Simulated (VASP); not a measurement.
# SrTiO3 (Pm-3m) in VASP: further runs

Runs on SrTiO3. Level: PBE. Tasks: single point.

All numbers are computed with VASP 6.6.1; they aren't measurements. Logs are shortened: lines on timing, memory, paths and dates and some standing lists are left out, and cuts for length are marked.

## Step 1: The cell of the first run

The structure is cubic, space group Pm-3m (No. 221). Conventional cell: a = 3.856 Å, b = 3.856 Å, c = 3.856 Å, α = 90.00°, β = 90.00°, γ = 90.00°. Sr (site symmetry m-3m) has 12 O at 2.73 Å and 8 Ti at 3.34 Å within 3.6 Å. Ti (site symmetry m-3m) has 6 O at 1.93 Å within 2.6 Å. Within 2.6 Å of O (site symmetry 4/mmm) lie 2 Ti at 1.93 Å.

## Step 2: Single point, PBE (11.47 Å³/atom)

The input, INCAR:

```
SYSTEM = SrTiO3
PREC = Accurate
ENCUT = 520
EDIFF = 1E-6
ISMEAR = 0
SIGMA = 0.02
LREAL = .False.
LASPH = .True.
NELM = 100
ALGO = Normal
ISIF = 2
LWAVE = .False.
LCHARG = .False.
GGA = PE
NBANDS = 28
```

The input, KPOINTS:

```
Automatic mesh
0
Gamma
  8 8 8
  0 0 0
```

The input, POSCAR:

```
SrTiO3
1.0
    3.8560467886      0.0000000000      0.0000000000
    0.0000000000      3.8560467886      0.0000000000
    0.0000000000      0.0000000000      3.8560467886
Sr Ti O
1 1 3
Direct
    0.5000000000      0.5000000000      0.5000000000
    0.0000000000      0.0000000000      0.0000000000
    0.5000000000      0.0000000000      0.0000000000
    0.0000000000      0.5000000000      0.0000000000
    0.0000000000      0.0000000000      0.5000000000
```

Potentials or basis: VASP PAW PBE potentials, release 64 (Sr_sv, Ti_sv, O).

On the command line:

```bash
$ cat potpaw_PBE.64/Sr_sv/POTCAR potpaw_PBE.64/Ti_sv/POTCAR potpaw_PBE.64/O/POTCAR > POTCAR
$ mpirun -np 1 vasp_std > vasp.out
```

OUTCAR:

```text
SYSTEM = SrTiO3
   PREC = Accurate
   ENCUT = 520
   EDIFF = 1E-6
   ISMEAR = 0
   LREAL = .False.
   LASPH = .True.
   NELM = 100
   ISIF = 2
   GGA = PE

 ion  position               nearest neighbor table
   1  0.500  0.500  0.500-   3 2.73   4 2.73   5 2.73   3 2.73   4 2.73   3 2.73   5 2.73   3 2.73
                             4 2.73   5 2.73   4 2.73   5 2.73   2 3.34   2 3.34   2 3.34   2 3.34
   2  0.000  0.000  0.000-   3 1.93   4 1.93   5 1.93   5 1.93   4 1.93   3 1.93   1 3.34   1 3.34
                             1 3.34   1 3.34   1 3.34   1 3.34   1 3.34   1 3.34
   3  0.500  0.000  0.000-   2 1.93   2 1.93   1 2.73   1 2.73   1 2.73   1 2.73
   4  0.000  0.500  0.000-   2 1.93   2 1.93   1 2.73   1 2.73   1 2.73   1 2.73
   5  0.000  0.000  0.500-   2 1.93   2 1.93   1 2.73   1 2.73   1 2.73   1 2.73

  LATTYP: Found a simple cubic cell.
 ALAT       =     3.8560467886

  Lattice vectors:

 A1 = (   3.8560467886,   0.0000000000,   0.0000000000)
 A2 = (   0.0000000000,   3.8560467886,   0.0000000000)
 A3 = (   0.0000000000,   0.0000000000,   3.8560467886)

Analysis of symmetry for initial positions (statically):
=====================================================================
 Subroutine PRICEL returns:
 Original cell was already a primitive cell.

 Routine SETGRP: Setting up the symmetry group for a
 simple cubic supercell.

 Subroutine GETGRP returns: Found 48 space group operations
 (whereof 48 operations were pure point group operations)
 out of a pool of 48 trial point group operations.

The static configuration has the point symmetry O_h .

Analysis of symmetry for dynamics (positions and initial velocities):
=====================================================================
 Subroutine PRICEL returns:
 Original cell was already a primitive cell.

 Routine SETGRP: Setting up the symmetry group for a
 simple cubic supercell.

 Subroutine GETGRP returns: Found 48 space group operations
 (whereof 48 operations were pure point group operations)
 out of a pool of 48 trial point group operations.

The dynamic configuration has the point symmetry O_h .

 Subroutine INISYM returns: Found 48 space group operations
 (whereof 48 operations are pure point group operations),
 and found     1 'primitive' translations

----------------------------------------------------------------------------------------

                                     Primitive cell

  volume of cell :      57.3359

  direct lattice vectors                    reciprocal lattice vectors
     3.856046789  0.000000000  0.000000000     0.259332953  0.000000000  0.000000000
     0.000000000  3.856046789  0.000000000     0.000000000  0.259332953  0.000000000
     0.000000000  0.000000000  3.856046789     0.000000000  0.000000000  0.259332953

  length of vectors
     3.856046789  3.856046789  3.856046789     0.259332953  0.259332953  0.259332953

  position of ions in fractional coordinates (direct lattice)
     0.500000000  0.500000000  0.500000000
     0.000000000  0.000000000  0.000000000
     0.500000000  0.000000000  0.000000000
     0.000000000  0.500000000  0.000000000
     0.000000000  0.000000000  0.500000000

  ion indices of the primitive-cell ions
   primitive index   ion index
                 1           1
                 2           2
                 3           3
                 4           4
                 5           5

----------------------------------------------------------------------------------------

 KPOINTS: Automatic mesh

Automatic generation of k-mesh.
 Grid dimensions read from file:
 generate k-points for:    8    8    8

 Generating k-lattice:

  Cartesian coordinates                     Fractional coordinates (reciprocal lattice)
     0.032416619  0.000000000  0.000000000     0.125000000  0.000000000  0.000000000
     0.000000000  0.032416619  0.000000000     0.000000000  0.125000000  0.000000000
     0.000000000  0.000000000  0.032416619     0.000000000  0.000000000  0.125000000

  Length of vectors
     0.032416619  0.032416619  0.032416619

  Shift w.r.t. Gamma in fractional coordinates (k-lattice)
     0.000000000  0.000000000  0.000000000

 Subroutine IBZKPT returns following result:
 ===========================================

 Found     35 irreducible k-points:

 Following reciprocal coordinates:
            Coordinates               Weight
  0.000000  0.000000  0.000000      1.000000
  0.125000  0.000000  0.000000      6.000000
  0.250000  0.000000  0.000000      6.000000
  0.375000  0.000000  0.000000      6.000000
  0.500000  0.000000  0.000000      3.000000
  0.125000  0.125000  0.000000     12.000000
[... 16 lines left out ...]
  0.375000  0.375000  0.125000     24.000000
  0.500000  0.375000  0.125000     24.000000
 [... further k-points ...]
   k-points           NKPTS =     35   k-points in BZ     NKDIM =     35   number of bands    NBANDS=     28
   number of dos      NEDOS =    301   number of ions     NIONS =      5
   total plane-waves  NPLWV =  27000
   dimension x,y,z NGX =    30 NGY =   30 NGZ =   30
   dimension x,y,z NGXF=    60 NGYF=   60 NGZF=   60
   ions per type =               1   1   3
   NGX,Y,Z   is equivalent  to a cutoff of  12.93, 12.93, 12.93 a.u.
   NGXF,Y,Z  is equivalent  to a cutoff of  25.87, 25.87, 25.87 a.u.
 SYSTEM =  SrTiO3
   PREC   = accura    normal or accurate (medium, high low for compatibility)
   ISTART =      0    job   : 0-new  1-cont  2-samecut
   ICHARG =      2    charge: 1-file 2-atom 10-const
   ISPIN  =      1    spin polarized calculation?
   LNONCOLLINEAR =      F non collinear calculations
   LSORBIT =      F    spin-orbit coupling
   LASPH  =      T    aspherical Exc in radial PAW
   ENCUT  =  520.0 eV  38.22 Ry    6.18 a.u.   7.17  7.17  7.17*2*pi/ulx,y,z
   NELM   =    100;   NELMIN=  2; NELMDL= -5     # of ELM steps
   EDIFF  = 0.1E-05   stopping-criterion for ELM
   LREAL  =      F    real-space projection
   EDIFFG = 0.1E-04   stopping-criterion for IOM
   NSW    =      0    number of steps for IOM
   IBRION =     -1    ionic relax: 0-MD 1-quasi-New 2-CG
   NFREE  =      0    steps in history (QN), initial steepest desc. (CG)
   ISIF   =      2    stress and relaxation
   ISYM   =      2    0-nonsym 1-usesym 2-fastsym
   POTIM  = 0.5000    time-step for ionic-motion
   TEBEG  =    0.0;   TEEND  =   0.0 temperature during run
   PSTRESS=    0.0 pullay stress
   NELECT =      40.0000    total number of electrons
   NUPDOWN=      -1.0000    fix difference up-down
   EMIN   =  10.00;   EMAX   =-10.00  energy-range for DOS
   EFERMI =   0.00;   METHOD = LEGACY
   ISMEAR =     0;   SIGMA  =   0.02  broadening in eV -4-tet -1-fermi 0-gaus
   EFERMI_NEDOS =   21; number of points for ismear=-14 and -15
   IALGO  =     38    algorithm
   IMIX   =      4    mixing-type and parameters
     AMIX     =   0.40;   BMIX     =  1.00
     AMIX_MAG =   1.60;   BMIX_MAG =  1.00
  volume/ion in A,a.u.               =      11.47        77.38
  Fermi-wavevector in a.u.,A,eV,Ry     =   1.451953  2.743793 28.683357  2.108167
  Thomas-Fermi vector in A             =   2.569391
   LORBIT       =      0    0 simple, 1 ext, 2 COOP (PROOUT), +10 PAW based schemes
   GGA     = PE    functional components
   LHFCALC =     F    Hartree Fock is set to
   AEXX    =    0.0000 exact exchange contribution
   IVDW    =     0    specifies the selected vdW correction
   LEPSILON=     F    determine dielectric tensor
   LRPA    =     F    only Hartree local field effects (RPA)
 non-spin polarized calculation
 Gauss-broadening in eV      SIGMA  =   0.02
  energy-cutoff  :      520.00
  volume of cell :       57.34
 maximum number of plane-waves:      1568
 NGX is ok and might be reduce to    30
   NGX = 15   NGY = 15   NGZ = 15

 number of electron      40.0000028 magnetization

 Free energy of the ion-electron system (eV)
  ---------------------------------------------------
  ext. energy  EPLUGINS =         0.00000000
  ---------------------------------------------------
  free energy    TOTEN  =       -39.95280761 eV

  energy without entropy =      -39.95280761  energy(sigma->0) =      -39.95280761

 E-fermi :   4.7675     XC(G=0): -11.4723

 val. band max:        4.4811332181   @ k =   0.5000   0.5000   0.5000
 cond. band min:       6.4061683069   @ k =   0.0000   0.0000   0.0000
 fundamental gap:      1.9250350888
 Fermi energy:         4.7675149175

 k-point     1 :       0.0000    0.0000    0.0000
  band No.  band energies     occupation
      1     -51.8254      2.00000
      2     -28.1955      2.00000
      3     -28.0979      2.00000
      4     -28.0979      2.00000
      5     -28.0979      2.00000
      6     -13.0859      2.00000
[... 20 lines left out ...]
     27       9.9275      0.00000
     28      11.0384      0.00000

 k-point     2 :       0.1250    0.0000    0.0000
  band No.  band energies     occupation
      1     -51.8251      2.00000
      2     -28.2163      2.00000
      3     -28.0974      2.00000
      4     -28.0974      2.00000
      5     -28.0855      2.00000
      6     -13.0939      2.00000
[... 20 lines left out ...]
     27      10.2156      0.00000
     28      11.4161      0.00000

 k-point     3 :       0.2500    0.0000    0.0000
  band No.  band energies     occupation
      1     -51.8244      2.00000
      2     -28.2577      2.00000
      3     -28.0962      2.00000
      4     -28.0962      2.00000
      5     -28.0640      2.00000
      6     -13.1689      2.00000
[... 20 lines left out ...]
     27      10.9168      0.00000
     28      12.4389      0.00000

 k-point     4 :       0.3750    0.0000    0.0000
  band No.  band energies     occupation
      1     -51.8237      2.00000
      2     -28.2941      2.00000
      3     -28.0949      2.00000
      4     -28.0949      2.00000
      5     -28.0472      2.00000
      6     -13.2872      2.00000
[... 578 lines left out ...]
     27      12.8058      0.00000
     28      13.1121      0.00000

 k-point    23 :       0.3750    0.3750    0.1250
  band No.  band energies     occupation
      1     -51.8218      2.00000
      2     -28.2208      2.00000
      3     -28.1683      2.00000
      4     -28.1071      2.00000
      5     -28.0923      2.00000
      6     -12.6591      2.00000
[... 20 lines left out ...]
     27      12.8898      0.00000
     28      13.3271      0.00000

 k-point    24 :       0.5000    0.3750    0.1250
  band No.  band energies     occupation
      1     -51.8215      2.00000
      2     -28.2131      2.00000
      3     -28.1678      2.00000
      4     -28.1115      2.00000
      5     -28.1042      2.00000
      6     -12.5665      2.00000
[... 20 lines left out ...]
     27      13.0027      0.00000
     28      13.4449      0.00000

 [... further k-points ...]
[... 5 lines left out ...]
  --------------------------------------------------------------------------------------
  -------------------------------------------------------------------------------------
  Total        4.5812658      4.5812658      4.5812658     -0.0000000     -0.0000000     -0.0000000
  in kB      128.0174553    128.0174553    128.0174553     -0.0000000     -0.0000000     -0.0000000
  external PRESSURE =     128.0174553 kB  Pullay stress =       0.0000000 kB

 VOLUME and BASIS-vectors are now :
 -----------------------------------------------------------------------------
  energy-cutoff  :      520.00
  volume of cell :       57.34
      direct lattice vectors                 reciprocal lattice vectors
     3.856046789  0.000000000  0.000000000     0.259332953  0.000000000  0.000000000
     0.000000000  3.856046789  0.000000000     0.000000000  0.259332953  0.000000000
     0.000000000  0.000000000  3.856046789     0.000000000  0.000000000  0.259332953

 POSITION                                       TOTAL-FORCE (eV/Angst)
 -----------------------------------------------------------------------------------
      1.92802      1.92802      1.92802         0.000000      0.000000      0.000000
      0.00000      0.00000      0.00000         0.000000      0.000000      0.000000
      1.92802      0.00000      0.00000         0.000000      0.000000      0.000000
      0.00000      1.92802      0.00000         0.000000      0.000000      0.000000
      0.00000      0.00000      1.92802         0.000000      0.000000      0.000000
 -----------------------------------------------------------------------------------
    total drift:                                0.000000     -0.000000      0.000000

  FREE ENERGIE OF THE ION-ELECTRON SYSTEM (eV)
  ---------------------------------------------------
  free  energy   TOTEN  =       -39.9528076141 eV

  energy  without entropy=      -39.9528076141  energy(sigma->0) =      -39.95280761
```

It took 1.8 min on 1 thread of Intel Xeon 8259CL, shared host; peak memory 0.21 GiB.

Results:

```yaml
Free_energy: -39.9528 eV
Pressure: 12.8 GPa
Band_gap_on_the_k_mesh: 1.93 eV (least direct gap 2.26 eV)
```

Caveat: the cell stands under pressure.

[end of part 1 of 2]
